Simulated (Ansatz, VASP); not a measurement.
## Two plane-wave programs on TiHg2

```
Ti Hg
1.0
     0.00000    3.22535    3.22535
     3.22535    0.00000    3.22535
     3.22535    3.22535    0.00000
Ti Hg
1 2
Direct
  0.00000 0.00000 0.00000
  0.25000 0.25000 0.25000
  0.75000 0.75000 0.75000
```

Alike in both runs: functional r2SCAN; k mesh 6 × 6 × 6; occupations gaussian, width 0.1 eV; no spin polarisation.

Ansatz relaxed the structure, and its values are those at the end. VASP's run is a single point on that final structure, the one shown.

```csv
,VASP,Ansatz
version,VASP 6.6.1,Ansatz 0.2.0
potentials or method,"VASP PAW PBE potentials, release 64 (Ti_sv, Hg), cutoff 520 eV","scalar-relativistic, plane waves, PAW"
valence electrons in the cell,36,52
```

|  | VASP | Ansatz | Ansatz less VASP |
| --- | --- | --- | --- |
| gap on the k mesh at the Fermi level (eV) | none | none | - |
| pressure (GPa) | 0.6 | 0.1 | -0.48 |

VASP's potentials were made for PBE, not for r2SCAN. A gap of «none» marks a metal or a gap that the smearing closes. VASP's potentials hold 36 valence electrons a cell and Ansatz's 52, so a difference there can come from the potentials and not from the codes.

Neither program's run includes spin-orbit coupling.
